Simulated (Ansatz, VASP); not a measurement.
Ba in VASP and in Ansatz

File INCAR:

```
ALGO = Normal ; EDIFF = 1E-6
ENCUT = 520 ; GGA = PS
ISIF = 2 ; ISMEAR = -1
LASPH = T ; LCHARG = F
LREAL = F ; LWAVE = F
NBANDS = 17 ; NELM = 80
PREC = Accurate ; SIGMA = 0.1
```

KPOINTS

```
k-points
0
Gamma
  10 10 7
```

File POSCAR:

```
Ba
1.0
   -3.5843049994      3.5836329829      1.9458621843
    3.5836329829     -3.5843049994      1.9458621843
    3.5869635486      3.5869635486     -1.9470929837
Ba
2
Direct
    0.0000574914      0.9999425086      0.0000000000
    0.7499425086      0.2500574914      0.5000000000
```

Input for Ansatz:

```yaml
crystal:
  lattice:
    - [-3.5843049994, 3.5836329829, 1.9458621843]
    - [3.5836329829, -3.5843049994, 1.9458621843]
    - [3.5869635486, 3.5869635486, -1.9470929837]
  atoms:
    - { symbol: Ba, position: [5.74914e-05, 0.9999425086, 0.0] }
    - { symbol: Ba, position: [0.7499425086, 0.2500574914, 0.5] }
hamiltonian:
  xc: pbesol
  pseudopotentials:
    kind: paw
    azcp:
      Ba: "pseudopotentials/Ba.paw.azcp"
basis:
  ecutwfc: 420
  fft_grid_basis: typed
kpoints:
  mp_grid: { grid: [10, 10, 7], shift: [0, 0, 0] }
magnetization:
  spin_polarized: false
scf:
  occupations: { method: fermi_dirac, width: 0.1 }
  lower_state_search: "off"
output:
  stress: true
```

Alike in both runs: task single point; functional PBEsol; k mesh 10 × 10 × 7; occupations fermi-dirac, width 0.1 eV; no spin polarisation.

|  | VASP | Ansatz |
| --- | --- | --- |
| version | VASP 6.6.1 | Ansatz 0.2.0 |
| potentials or method | VASP PAW PBE potentials, release 64 (Ba_sv), cutoff 520 eV | plane waves (420 eV) with PAW, scalar-relativistic |
| valence electrons in the cell | 20 | 20 |

Ansatz gave:

| Quantity | Value |
| --- | --- |
| pressure (GPa) | 0.8 |
| traceless stress, the component that is largest in VASP (GPa) | 0.09 |

Estimate VASP's values.

pressure (GPa): 1.1; traceless stress, the component that is largest in VASP (GPa): 0.05.

VASP's potentials were made for PBE, not for PBEsol, and Ansatz warns of the same on its side.

Neither program's run includes spin-orbit coupling.
